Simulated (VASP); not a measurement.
Here is a VASP 6.6.1 calculation.

Contents of INCAR:

```
PREC = Accurate
ENCUT = 500
EDIFF = 1E-6
ISMEAR = 0
SIGMA = 0.05
LREAL = False
LASPH = True
NELM = 120
ALGO = Normal
ISIF = 2
LWAVE = False
LCHARG = True
GGA = PE
LELF = True
LVHAR = True
NBANDS = 15
GGA_COMPAT = False
```

KPOINTS

```
Automatic mesh
0
Gamma
  6 6 6
```

The input POSCAR:

```
RbCl
1.0
    0.0204625000      3.2740000000      3.2740000000
    3.2740000000      0.0204625000      3.2740000000
    3.2944625000      3.2944625000      0.0000000000
Rb Cl
1 1
Direct
    0.0000000000      0.0000000000      0.0000000000
    0.5000000000      0.5000000000      0.5000000000
```

Potentials or basis: VASP PAW PBE potentials, release 64 (Rb_sv, Cl).

Run with:

```console
$ cat potpaw_PBE.64/Rb_sv/POTCAR potpaw_PBE.64/Cl/POTCAR > POTCAR
$ mpirun -np 1 vasp_std > vasp.out
```

(1) What does it give for the pressure?

(2) Estimate the band gap on the k mesh.

## Answers

(1) 1.2 GPa.

(2) 5.04 eV, direct.

Caveat: the cell differs from its parent crystal (strain +0.0125 x Voigt [0, 0, 0, 0, 0, 1]).
